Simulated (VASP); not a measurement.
A run of VASP 6.6.1 is set up as follows.

The input POSCAR:

```
Si
1.0
    3.8321167759      0.0000000000      0.0000000000
   -1.9160583880      3.3187104782      0.0000000000
    0.0000000000      0.0000000000      6.3412387344
Si
4
Direct
    0.3333333333      0.6666666667      0.0630612455
    0.6666666667      0.3333333333      0.5630612455
    0.3333333333      0.6666666667      0.4369387545
    0.6666666667      0.3333333333      0.9369387545
```

File INCAR.step1:

```
PREC = Accurate
ENCUT = 500
EDIFF = 1E-8
ISMEAR = 0
SIGMA = 0.01
LREAL = F
LASPH = T
NELM = 100
ALGO = Normal
LWAVE = T
LCHARG = F
METAGGA = R2SCAN
LMIXTAU = T
```

INCAR.step2

```
PREC = Accurate
ENCUT = 500
EDIFF = 1E-8
ISMEAR = 0
SIGMA = 0.01
LREAL = F
LASPH = T
NELM = 1
ALGO = Exact
LWAVE = T
LCHARG = F
METAGGA = R2SCAN
LMIXTAU = T
NBANDS = 139
LOPTICS = T
ISTART = 1
```

INCAR.step3

```
PREC = Accurate
ENCUT = 500
EDIFF = 1E-8
ISMEAR = 0
SIGMA = 0.01
LREAL = F
LASPH = T
ALGO = EVGW0
LWAVE = F
LCHARG = F
METAGGA = R2SCAN
LMIXTAU = T
NELMGW = 1
NBANDS = 139
ENCUTGW = 80.0
NOMEGA = 96
PRECFOCK = Fast
ISTART = 1
NBANDSGW = 16
OMEGAMAX = 20
```

Contents of KPOINTS:

```
regular mesh
0
Gamma
  6 6 2
```

Potentials or basis: VASP PAW PBE potentials, release 64 (Si_GW).

Launch:

```bash
$ cat potpaw_PBE.64/Si_GW/POTCAR > POTCAR
$ cp INCAR.step1 INCAR
$ mpirun -np 1 vasp_std > vasp.out
$ cp INCAR.step2 INCAR
$ mpirun -np 1 vasp_std > vasp.out
$ cp INCAR.step3 INCAR
$ mpirun -np 1 vasp_std > vasp.out
```

(1) What does it give for the quasiparticle gap?

(2) Estimate the least direct quasiparticle gap.

(3) What does it give for the least direct gap of the starting levels on the mesh?

## Answers

(1) 0.91 eV.

(2) 1.70 eV.

(3) 1.36 eV.

Caveat: the k points lie up to 0.50 Å⁻¹ apart; bands, screening cutoff and mesh are small and nothing is extrapolated, so the quasiparticle values aren't converged.
